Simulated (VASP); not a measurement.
A run of VASP 6.6.1:

The input INCAR:

```
SYSTEM = NaCl
PREC     = Accurate       ! precision mode
ENCUT    = 600            ! plane-wave cutoff, eV
EDIFF    = 1E-6           ! SCF threshold, eV
ISMEAR   = 0              ! smearing method
SIGMA    = 0.02           ! smearing width, eV
LREAL    = .FALSE.        ! projectors in reciprocal space
LASPH    = .TRUE.         ! aspherical terms in the spheres
NELM     = 80             ! most SCF steps
ALGO     = Normal         ! electronic algorithm
ISIF     = 3              ! what is computed and relaxed
LWAVE    = .FALSE.        ! write WAVECAR
LCHARG   = .FALSE.        ! write CHGCAR
GGA      = PE             ! functional
IBRION   = 2              ! ionic algorithm
NSW      = 100            ! ionic steps
EDIFFG   = -0.002         ! ionic threshold
PSTRESS  = 66.6
```

KPOINTS

```
regular mesh
0
G
  8 8 8
  0 0 0
```

POSCAR

```
NaCl
1.0
    0.0000000000      2.8100000000      2.8100000000
    2.8100000000      0.0000000000      2.8100000000
    2.8100000000      2.8100000000      0.0000000000
Na Cl
1 1
Direct
    0.0000000000      0.0000000000      0.0000000000
    0.5000000000      0.5000000000      0.5000000000
```

Potentials or basis: VASP PAW PBE potentials, release 64 (Na_pv, Cl).

The run is started by

```bash
$ cat potpaw_PBE.64/Na_pv/POTCAR potpaw_PBE.64/Cl/POTCAR > POTCAR
$ mpirun -np 1 vasp_std > vasp.out
```

Hardware: 1 thread of Intel Xeon 8259CL, on a shared host.

Estimate the wall time of this run.

Wall time 74 s on 1 thread of Intel Xeon 8259CL (shared host), peak memory 0.18 GiB. Counts: scf iterations 41, k points 29, ion steps 6.
